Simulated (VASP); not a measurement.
**P: single point with r2SCAN**

P:

```
CELL_PARAMETERS angstrom
9.20000 0.00000 0.00000
0.00000 9.20000 0.00000
0.00000 0.00000 7.40000
ATOMIC_POSITIONS crystal
P 0.50000 0.50000 0.00000
P 0.00000 0.00000 0.00000
P 0.00000 0.50000 0.62500
P 0.50000 0.00000 0.37500
```

* Program: VASP 6.6.1
* Task: single point
* Functional: r2SCAN
* Potentials or basis: VASP PAW PBE potentials, release 64 (P)
* Cutoff: 520 eV
* k mesh: 4 × 4 × 4
* Occupations: gaussian, width 0.02 eV
* Spin: no spin polarisation

```json
{"Pressure": "-0.7 GPa", "Largest force": "0.315 eV/Å", "Band gap on the k mesh": "zero (bands 10 and 11 overlap by 0.03 eV)"}
```

Forces on the atoms (eV/Å):
```
P    0.000  0.000  0.000
P    0.000  0.000  0.000
P    0.000  0.000  0.315
P    0.000  0.000 -0.315
```

Stress tensor (GPa, compression positive):
```
-0.77  0.00  0.00
 0.00 -0.77  0.00
 0.00  0.00 -0.54
```

Levels at points of the mesh, in eV from the Fermi level:
| k point | band 7 | band 8 | band 9 | band 10 | band 11 | band 12 | band 13 | band 14 |
| --- | --- | --- | --- | --- | --- | --- | --- | --- |
| (0.00, 0.00, 0.00) | -0.09 | -0.09 | -0.09 | 0.00 | 0.01 | 0.08 | 0.12 | 0.12 |
| (0.50, 0.00, 0.00) | -0.09 | -0.09 | -0.07 | -0.07 | 0.06 | 0.06 | 0.07 | 0.07 |
| (0.50, 0.50, 0.00) | -0.08 | -0.08 | -0.04 | -0.04 | 0.02 | 0.02 | 0.06 | 0.06 |
| (0.00, 0.00, 0.50) | -0.09 | -0.09 | -0.05 | -0.03 | -0.02 | 0.00 | 0.08 | 0.08 |
| (0.50, 0.00, 0.50) | -0.11 | -0.11 | -0.11 | -0.11 | 0.08 | 0.08 | 0.09 | 0.09 |
| (0.50, 0.50, 0.50) | -0.17 | -0.17 | 0.02 | 0.02 | 0.02 | 0.02 | 0.11 | 0.11 |

Run time: 17 min on 1 thread of Intel(R) Xeon(R) 6975P-C (Granite Rapids), on a shared host, peak memory 0.69 GiB.

Caveat: the PAW data sets were made with another functional, which shifts forces and pressure a little.
